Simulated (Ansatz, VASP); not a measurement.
# CoO: VASP beside Ansatz

```
CELL_PARAMETERS angstrom
0.00000 2.31767 2.31767
2.31767 0.00000 2.31767
2.31767 2.31767 0.00000
ATOMIC_POSITIONS crystal
Co 0.00000 0.00000 0.00000
O 0.25000 0.25000 0.25000
```

Alike in both runs: functional PBE; k mesh 8 × 8 × 8; occupations gaussian, width 0.1 eV; collinear spin; Hubbard terms Co d U = 3.32 eV.

Ansatz relaxed the structure, and its values are those at the end. VASP's run is a single point on that final structure, the one shown.

|  | VASP | Ansatz |
| --- | --- | --- |
| version | VASP 6.6.1 | Ansatz 0.2.0 |
| potentials or method | VASP PAW PBE potentials, release 64 (Co, O), cutoff 520 eV | scalar-relativistic, plane waves, PAW |
| valence electrons in the cell | 15 | 23 |

|  | VASP | Ansatz | Ansatz less VASP |
| --- | --- | --- | --- |
| gap on the k mesh at the Fermi level (eV) | 0.59 | 0.43 | -0.154 |
| least direct gap on the mesh (eV) | 0.59 | 0.43 | -0.154 |
| pressure (GPa) | -1.5 | 0.3 | +1.75 |
| net moment per atom (μB) | 1.50 | 1.50 | 0.000 |
| size of the moment on the site where the two differ most (μB) | 2.71 | 2.48 | -0.226 |

Site moments also hang on the region over which each program counts them. The programs project onto different local orbitals, so the same U acts differently, and such runs can settle in different states. VASP's potentials hold 15 valence electrons a cell and Ansatz's 23, so a difference there can come from the potentials and not from the codes.
